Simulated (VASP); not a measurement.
# B4N3 (Pmmm) in VASP: single point with PBE

Aim: the single point of B4N3 with PBE.

Everything below comes from runs of VASP 6.6.1. Logs are shortened: lines on timing, memory, paths and dates and some standing lists are left out, and cuts for length are marked.

## 1. The cell of the first run

It takes space group Pmmm (No. 47, orthorhombic). The conventional cell has a = 2.908 Å, b = 5.126 Å, c = 5.883 Å, α = 90.00°, β = 90.00°, γ = 90.00°. B (site symmetry mmm) has 2 B at 1.64 Å and 4 N at 1.90 Å within 2.2 Å. B (site symmetry mm2) has 1 N at 1.30 Å and 1 B at 1.64 Å within 1.7 Å. Within 1.8 Å of B (site symmetry mmm) lie 2 N at 1.34 Å. N (site symmetry mmm) has 2 B at 1.30 Å within 1.7 Å. N (site symmetry m2m) has 1 B at 1.34 Å within 1.8 Å.

The cell was generated, and may not be a known phase.

## 2. Single point, PBE

INCAR

```
SYSTEM = B4N3
  PREC = Accurate
  ENCUT = 600
  EDIFF = 1E-6
  ISMEAR = 0
  SIGMA = 0.2
  LREAL = .False.
  LASPH = .True.
  NELM = 120
  ALGO = Normal
  ISIF = 2
  LWAVE = .False.
  LCHARG = .False.
  GGA = PE
  NBANDS = 22
  GGA_COMPAT = .False.
```

KPOINTS

```
regular mesh
0
Gamma
  5 4 4
  0 0 0
```

POSCAR

```
B4N3
1.0
    2.9076199722      0.0000000000      0.0000000000
    0.0000000000      5.8829270220      0.0000000000
    0.0000000000      0.0000000000      5.1259347006
B N
4 3
Direct
    0.0000000000      0.5000000000      0.0000000000
    0.0000000000      0.2218086536      0.0000000000
    0.0000000000      0.7781913464      0.0000000000
    0.5000000000      0.5000000000      0.5000000000
    0.0000000000      0.0000000000      0.0000000000
    0.5000000000      0.5000000000      0.7622126635
    0.5000000000      0.5000000000      0.2377873365
```

Potentials or basis: VASP PAW PBE potentials, release 64 (B, N).

Started as:

```console
$ cat potpaw_PBE.64/B/POTCAR potpaw_PBE.64/N/POTCAR > POTCAR
$ mpirun -np 1 vasp_std > vasp.out
```

OUTCAR:

```text
SYSTEM = B4N3
   PREC = Accurate
   ENCUT = 600
   EDIFF = 1E-6
   ISMEAR = 0
   LREAL = .False.
   LASPH = .True.
   NELM = 120
   ISIF = 2
   GGA = PE

 ion  position               nearest neighbor table
   1  0.000  0.500  0.000-   2 1.64   3 1.64   6 1.90   7 1.90   6 1.90   7 1.90
   2  0.000  0.222  0.000-   5 1.30   1 1.64
   3  0.000  0.778  0.000-   5 1.30   1 1.64
   4  0.500  0.500  0.500-   6 1.34   7 1.34
   5  0.000  0.000  0.000-   2 1.30   3 1.30
   6  0.500  0.500  0.762-   4 1.34   1 1.90   1 1.90
   7  0.500  0.500  0.238-   4 1.34   1 1.90   1 1.90

  LATTYP: Found a simple orthorhombic cell.
 ALAT       =     2.9076199722
 B/A-ratio  =     1.7629314524
 C/A-ratio  =     2.0232792037

  Lattice vectors:

 A1 = (  -2.9076199722,   0.0000000000,   0.0000000000)
 A2 = (   0.0000000000,   0.0000000000,   5.1259347006)
 A3 = (   0.0000000000,   5.8829270220,   0.0000000000)

Analysis of symmetry for initial positions (statically):
=====================================================================
 Subroutine PRICEL returns:
 Original cell was already a primitive cell.

 Routine SETGRP: Setting up the symmetry group for a
 simple orthorhombic supercell.

 Subroutine GETGRP returns: Found  8 space group operations
 (whereof  8 operations were pure point group operations)
 out of a pool of  8 trial point group operations.

The static configuration has the point symmetry D_2h.

Analysis of symmetry for dynamics (positions and initial velocities):
=====================================================================
 Subroutine PRICEL returns:
 Original cell was already a primitive cell.

 Routine SETGRP: Setting up the symmetry group for a
 simple orthorhombic supercell.

 Subroutine GETGRP returns: Found  8 space group operations
 (whereof  8 operations were pure point group operations)
 out of a pool of  8 trial point group operations.

The dynamic configuration has the point symmetry D_2h.

 Subroutine INISYM returns: Found  8 space group operations
 (whereof  8 operations are pure point group operations),
 and found     1 'primitive' translations

----------------------------------------------------------------------------------------

                                     Primitive cell

  volume of cell :      87.6807

  direct lattice vectors                    reciprocal lattice vectors
     2.907619972  0.000000000  0.000000000     0.343923900  0.000000000  0.000000000
     0.000000000  5.882927022  0.000000000     0.000000000  0.169983411  0.000000000
     0.000000000  0.000000000  5.125934701     0.000000000  0.000000000  0.195086371

  length of vectors
     2.907619972  5.882927022  5.125934701     0.343923900  0.169983411  0.195086371

  position of ions in fractional coordinates (direct lattice)
     0.000000000  0.500000000  0.000000000
     0.000000000  0.221808654  0.000000000
     0.000000000  0.778191346  0.000000000
     0.500000000  0.500000000  0.500000000
     0.000000000  0.000000000  0.000000000
     0.500000000  0.500000000  0.762212664
     0.500000000  0.500000000  0.237787336

  ion indices of the primitive-cell ions
   primitive index   ion index
                 1           1
                 2           2
                 3           3
                 4           4
                 5           5
                 6           6
                 7           7

----------------------------------------------------------------------------------------

 KPOINTS: regular mesh

Automatic generation of k-mesh.
 Grid dimensions read from file:
 generate k-points for:    5    4    4

 Generating k-lattice:

  Cartesian coordinates                     Fractional coordinates (reciprocal lattice)
     0.068784780  0.000000000  0.000000000     0.200000000  0.000000000  0.000000000
     0.000000000  0.042495853  0.000000000     0.000000000  0.250000000  0.000000000
     0.000000000  0.000000000  0.048771593     0.000000000  0.000000000  0.250000000

  Length of vectors
     0.068784780  0.042495853  0.048771593

  Shift w.r.t. Gamma in fractional coordinates (k-lattice)
     0.000000000  0.000000000  0.000000000

 Subroutine IBZKPT returns following result:
 ===========================================

 Found     27 irreducible k-points:

 Following reciprocal coordinates:
            Coordinates               Weight
  0.000000  0.000000  0.000000      1.000000
  0.200000  0.000000  0.000000      2.000000
  0.400000  0.000000  0.000000      2.000000
  0.000000  0.250000  0.000000      2.000000
  0.200000  0.250000  0.000000      4.000000
  0.400000  0.250000  0.000000      4.000000
[... 16 lines left out ...]
  0.200000  0.250000  0.500000      4.000000
  0.400000  0.250000  0.500000      4.000000
 [... further k-points ...]
   k-points           NKPTS =     27   k-points in BZ     NKDIM =     27   number of bands    NBANDS=     22
   number of dos      NEDOS =    301   number of ions     NIONS =      7
   total plane-waves  NPLWV =  48384
   dimension x,y,z NGX =    24 NGY =   48 NGZ =   42
   dimension x,y,z NGXF=    48 NGYF=   96 NGZF=   84
   ions per type =               4   3
   NGX,Y,Z   is equivalent  to a cutoff of  13.72, 13.56, 13.62 a.u.
   NGXF,Y,Z  is equivalent  to a cutoff of  27.44, 27.13, 27.24 a.u.
 SYSTEM =  B4N3
   PREC   = accura    normal or accurate (medium, high low for compatibility)
   ISTART =      0    job   : 0-new  1-cont  2-samecut
   ICHARG =      2    charge: 1-file 2-atom 10-const
   ISPIN  =      1    spin polarized calculation?
   LNONCOLLINEAR =      F non collinear calculations
   LSORBIT =      F    spin-orbit coupling
   LASPH  =      T    aspherical Exc in radial PAW
   ENCUT  =  600.0 eV  44.10 Ry    6.64 a.u.   5.81 11.75 10.24*2*pi/ulx,y,z
   NELM   =    120;   NELMIN=  2; NELMDL= -5     # of ELM steps
   EDIFF  = 0.1E-05   stopping-criterion for ELM
   LREAL  =      F    real-space projection
   EDIFFG = 0.1E-04   stopping-criterion for IOM
   NSW    =      0    number of steps for IOM
   IBRION =     -1    ionic relax: 0-MD 1-quasi-New 2-CG
   NFREE  =      0    steps in history (QN), initial steepest desc. (CG)
   ISIF   =      2    stress and relaxation
   ISYM   =      2    0-nonsym 1-usesym 2-fastsym
   POTIM  = 0.5000    time-step for ionic-motion
   TEBEG  =    0.0;   TEEND  =   0.0 temperature during run
   PSTRESS=    0.0 pullay stress
   NELECT =      27.0000    total number of electrons
   NUPDOWN=      -1.0000    fix difference up-down
   EMIN   =  10.00;   EMAX   =-10.00  energy-range for DOS
   EFERMI =   0.00;   METHOD = LEGACY
   ISMEAR =     0;   SIGMA  =   0.20  broadening in eV -4-tet -1-fermi 0-gaus
   EFERMI_NEDOS =   21; number of points for ismear=-14 and -15
   IALGO  =     38    algorithm
   IMIX   =      4    mixing-type and parameters
     AMIX     =   0.40;   BMIX     =  1.00
     AMIX_MAG =   1.60;   BMIX_MAG =  1.00
  volume/ion in A,a.u.               =      12.53        84.53
  Fermi-wavevector in a.u.,A,eV,Ry     =   1.105507  2.089105 16.628292  1.222145
  Thomas-Fermi vector in A             =   2.241995
   LORBIT       =      0    0 simple, 1 ext, 2 COOP (PROOUT), +10 PAW based schemes
   GGA     = PE    functional components
   LHFCALC =     F    Hartree Fock is set to
   AEXX    =    0.0000 exact exchange contribution
   IVDW    =     0    specifies the selected vdW correction
   LEPSILON=     F    determine dielectric tensor
   LRPA    =     F    only Hartree local field effects (RPA)
 non-spin polarized calculation
 Gauss-broadening in eV      SIGMA  =   0.20
  energy-cutoff  :      600.00
  volume of cell :       87.68
 maximum number of plane-waves:      2944
 NGX is ok and might be reduce to    24
   NGX = 11   NGY = 23   NGZ = 21

 number of electron      26.9999997 magnetization

 Free energy of the ion-electron system (eV)
  ---------------------------------------------------
  ext. energy  EPLUGINS =         0.00000000
  ---------------------------------------------------
  free energy    TOTEN  =       -48.60432214 eV

  energy without entropy =      -48.56288582  energy(sigma->0) =      -48.58360398

 E-fermi :   1.0969     XC(G=0):  -8.5204

 val. band max:        1.0363223671   @ k =   0.0000   0.2500   0.2500
 cond. band min:       1.1406573533   @ k =   0.2000   0.2500   0.5000
 fundamental gap:      0.1043349863
 Fermi energy:         1.0969414251

 k-point     1 :       0.0000    0.0000    0.0000
  band No.  band energies     occupation
      1     -15.8667      2.00000
      2     -15.1485      2.00000
      3     -13.7491      2.00000
      4      -8.7570      2.00000
      5      -8.4149      2.00000
      6      -5.4373      2.00000
[... 14 lines left out ...]
     21       7.4467      0.00000
     22      10.1038      0.00000

 k-point     2 :       0.2000    0.0000    0.0000
  band No.  band energies     occupation
      1     -15.6288      2.00000
      2     -14.8690      2.00000
      3     -13.5111      2.00000
      4      -8.5037      2.00000
      5      -8.1667      2.00000
      6      -5.0973      2.00000
[... 14 lines left out ...]
     21       8.2771      0.00000
     22       9.8394      0.00000

 k-point     3 :       0.4000    0.0000    0.0000
  band No.  band energies     occupation
      1     -15.2268      2.00000
      2     -14.2628      2.00000
      3     -13.0712      2.00000
      4      -8.0529      2.00000
      5      -8.0133      2.00000
      6      -6.4144      2.00000
[... 14 lines left out ...]
     21       9.1646      0.00000
     22      10.0498      0.00000
[... 476 lines left out ...]
 k-point    23 :       0.2000    0.2500    0.5000
  band No.  band energies     occupation
      1     -15.5668      2.00000
      2     -14.6097      2.00000
      3     -14.0313      2.00000
      4      -8.5033      2.00000
      5      -7.4505      2.00000
      6      -5.1514      2.00000
[... 14 lines left out ...]
     21       9.0221      0.00000
     22       9.5524      0.00000

 k-point    24 :       0.4000    0.2500    0.5000
  band No.  band energies     occupation
      1     -15.2160      2.00000
      2     -13.9886      2.00000
      3     -13.4795      2.00000
      4      -8.3060      2.00000
      5      -7.3894      2.00000
      6      -5.7487      2.00000
[... 14 lines left out ...]
     21       9.2894      0.00000
     22       9.7421      0.00000

 [... further k-points ...]

------------------------ aborting loop because EDIFF is reached ----------------------------------------

  FORCE on cell =-STRESS in cart. coord.  units (eV):
  Direction    XX          YY          ZZ          XY          YZ          ZX
  --------------------------------------------------------------------------------------
  -------------------------------------------------------------------------------------
  Total       -0.2599927     -0.4287470     -0.2180028      0.0000000      0.0000000     -0.0000000
  in kB       -4.7508080     -7.8344316     -3.9835344      0.0000000      0.0000000     -0.0000000
  external PRESSURE =      -5.5229247 kB  Pullay stress =       0.0000000 kB

 VOLUME and BASIS-vectors are now :
 -----------------------------------------------------------------------------
  energy-cutoff  :      600.00
  volume of cell :       87.68
      direct lattice vectors                 reciprocal lattice vectors
     2.907619972  0.000000000  0.000000000     0.343923900  0.000000000  0.000000000
     0.000000000  5.882927022  0.000000000     0.000000000  0.169983411  0.000000000
     0.000000000  0.000000000  5.125934701     0.000000000  0.000000000  0.195086371

 POSITION                                       TOTAL-FORCE (eV/Angst)
 -----------------------------------------------------------------------------------
      0.00000      2.94146      0.00000         0.000000      0.000000      0.000000
      0.00000      1.30488      0.00000        -0.000000      0.040694     -0.000000
      0.00000      4.57804      0.00000         0.000000     -0.040694      0.000000
      1.45381      2.94146      2.56297         0.000000      0.000000      0.000000
      0.00000      0.00000      0.00000         0.000000      0.000000      0.000000
      1.45381      2.94146      3.90705         0.000000      0.000000     -0.034915
      1.45381      2.94146      1.21888         0.000000      0.000000      0.034915
 -----------------------------------------------------------------------------------
    total drift:                                0.000000     -0.000000      0.000000

  FREE ENERGIE OF THE ION-ELECTRON SYSTEM (eV)
  ---------------------------------------------------
  free  energy   TOTEN  =       -48.6043221351 eV

  energy  without entropy=      -48.5628858247  energy(sigma->0) =      -48.58360398
```

Wall time 28 s (1 thread of Intel Xeon 6975P-C (Granite Rapids), shared host); peak memory 0.22 GiB.

What came out:

```yaml
Free_energy: -48.6043 eV
Pressure: -0.6 GPa
Largest_force: 0.041 eV/Å
Band_gap_on_the_k_mesh: zero (an odd number of electrons rules out a gap without spin polarisation)
```

Forces in eV/Å, atoms in the order of the input:
```
B    0.000  0.000  0.000
B    0.000  0.041  0.000
B    0.000 -0.041  0.000
B    0.000  0.000  0.000
N    0.000  0.000  0.000
N    0.000  0.000 -0.035
N    0.000  0.000  0.035
```

Caveat: the k points lie up to 0.43 Å⁻¹ apart, too coarse for converged energies and pressures of a metal.

The gap in the log of VASP goes by the Fermi energy; the results here count the filled bands.